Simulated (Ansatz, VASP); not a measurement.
PbF2 in VASP and in Ansatz

```
CELL_PARAMETERS angstrom
0.00000 2.96366 2.96366
2.96366 0.00000 2.96366
2.96366 2.96366 0.00000
ATOMIC_POSITIONS crystal
Pb 0.00000 0.00000 0.00000
F 0.75000 0.75000 0.75000
F 0.25000 0.25000 0.25000
```

Alike in both runs: task relaxation of cell and atoms; functional PBEsol; k mesh 8 × 8 × 8; occupations fermi-dirac, width 0.05 eV; no spin polarisation.

|  | VASP | Ansatz |
| --- | --- | --- |
| version | VASP 6.6.1 | Ansatz 0.2.0 |
| potentials or method | VASP PAW PBE potentials, release 64 (Pb_d, F) | Ansatz PAW |
| plane-wave cutoff (eV) | 600 | 420 |
| valence electrons in the cell | 28 | 28 |

|  | VASP | Ansatz | Ansatz less VASP |
| --- | --- | --- | --- |
| gap on the k mesh at the Fermi level, each at its own relaxed structure (eV) | 4.30 | 4.31 | +0.005 |
| relaxed volume (Å³/atom) | 17.05 | 17.10 | +0.054 |
| relaxed length of the cell vector where the two differ most in proportion (Å) | 4.167 | 4.171 | +0.0044 |

VASP's potentials were made for PBE, not for PBEsol.

Neither program's run includes spin-orbit coupling. Noted on Ansatz's run: the plane-wave basis is chosen anew once the cell has moved, so the energies of steps on either side of that aren't comparable.
